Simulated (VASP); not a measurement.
Set up this calculation in VASP 6.6.1, as the native input.

```yaml
Task: relaxation of cell and atoms
Functional: RPBE
Dispersion: D4
Potentials_or_basis: VASP PAW PBE potentials, release 64 (Nb_sv)
Cutoff: 600 eV
k_mesh: 11 × 11 × 11
Occupations: fermi-dirac, width 0.05 eV
Spin: no spin polarisation
Dipole_correction: no
Further_INCAR_settings: ALGO = Fast; EDIFF = 1e-06; IBRION = 2; EDIFFG = -0.01; NSW = 60; ISIF = 3
```

The structure of Nb lies in POSCAR:

```
Nb
1.0
    0.0000000000      2.1150000000      2.1150000000
    2.1150000000      0.0000000000      2.1150000000
    2.1150000000      2.1150000000      0.0000000000
Nb
1
Direct
    0.0000000000      0.0000000000      0.0000000000
```

One way to write it, as run:

INCAR

```
SYSTEM = Nb
ALGO = Fast ; EDIFF = 1E-6
EDIFFG = -0.01 ; ENCUT = 600
GGA = RP ; IBRION = 2
ISIF = 3 ; ISMEAR = -1
IVDW = 13 ; LASPH = .True.
LCHARG = .False. ; LREAL = .False.
LWAVE = .False. ; NELM = 60
NSW = 60 ; PREC = Accurate
SIGMA = 0.05
```

KPOINTS

```
k-points
0
Gamma
  11 11 11
  0 0 0
```

Potentials or basis: VASP PAW PBE potentials, release 64 (Nb_sv).

Launch:

```console
$ cat potpaw_PBE.64/Nb_sv/POTCAR > POTCAR
$ mpirun -np 1 vasp_std > vasp.out
```

It gave:

```json
{"Relaxed volume": "18.45 Å³/atom", "Relaxed cell": "a = 2.966 Å, b = 2.966 Å, c = 2.966 Å, α = 60.00°, β = 60.00°, γ = 60.00°", "Space group after relaxing (to 0.05 Å)": "Fm-3m (No. 225)", "Energy gained by relaxing": "6.1 meV/atom", "Ionic steps": "3", "Pressure after relaxing": "0.0 GPa", "Dispersion energy per atom": "-0.576 eV"}
```

Caveat: the PAW data sets were made with another functional, which shifts forces and pressure a little; pairwise dispersion overbinds metals, which lowers pressure and volume.

Run time: 42 s on 1 thread of AMD EPYC 9R45 96-Core Processor (Zen 5), on a shared host, peak memory 0.12 GiB.
